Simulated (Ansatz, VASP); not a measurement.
LaB6: VASP beside Ansatz

```xyz
7
Lattice="4.1550 0.0000 0.0000 0.0000 4.1550 0.0000 0.0000 0.0000 4.1550" Properties=species:S:1:pos:R:3 pbc="T T T"
La    0.0000    0.0000    0.0000
B     0.8304    2.0775    2.0775
B     3.3246    2.0775    2.0775
B     2.0775    2.0775    0.8304
B     2.0775    2.0775    3.3246
B     2.0775    0.8304    2.0775
B     2.0775    3.3246    2.0775
```

Alike in both runs: task single point; functional PBEsol; k mesh 8 × 8 × 8; occupations gaussian, width 0.05 eV; no spin polarisation.

```csv
,VASP,Ansatz
version,VASP 6.6.1,Ansatz 0.2.0
potentials or method,"VASP PAW PBE potentials, release 64 (La, B), cutoff 520 eV","scalar-relativistic, plane waves, PAW"
valence electrons in the cell,29,29
```

|  | VASP | Ansatz | Ansatz less VASP |
| --- | --- | --- | --- |
| gap on the k mesh at the Fermi level (eV) | none | none | - |
| pressure (GPa) | -3.1 | -3.2 | -0.13 |
| rms of the force components (eV/Å) | 0.004 | 0.011 | +0.0072 |

VASP's potentials were made for PBE, not for PBEsol. Atom by atom the forces differ by 0.015 eV/Å (rms over components). A gap of «none» marks a metal or a gap that the smearing closes.

Neither program's run includes spin-orbit coupling.
